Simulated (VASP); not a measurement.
Here is a VASP 6.6.1 calculation.

The input INCAR:

```
SYSTEM = Se
PREC = Accurate
ENCUT = 520
EDIFF = 1E-7
ISMEAR = -1
SIGMA = 0.1
LREAL = .False.
LASPH = .True.
NELM = 80
ALGO = Normal
ISIF = 2
LWAVE = .False.
LCHARG = .True.
LELF = .True.
LVHAR = .True.
NBANDS = 13
```

KPOINTS

```
regular mesh
0
Gamma
  14 14 14
  0 0 0
```

The input POSCAR:

```
Se
1.0
    1.2621024669     -0.7286751990      4.0940224922
    0.0000000000      1.4573503980      4.0940224922
   -1.2621024669     -0.7286751990      4.0940224922
Se
2
Direct
    0.2500000000      0.2500000000      0.2500000000
   -0.2500000000     -0.2500000000     -0.2500000000
```

Potentials or basis: VASP PAW LDA potentials, release 64 (Se).

Command:

```console
$ cat potpaw_LDA.64/Se/POTCAR > POTCAR
$ mpirun -np 1 vasp_std > vasp.out
```

Estimate the band gap on the k mesh.

zero (bands 6 and 7 overlap by 12.06 eV).

Predict the pressure.

142.5 GPa.

Stress tensor (GPa, compression positive):
```
142.44   0.00   0.00
  0.00 142.44   0.00
  0.00   0.00 142.53
```

Caveat: the cell stands under pressure.
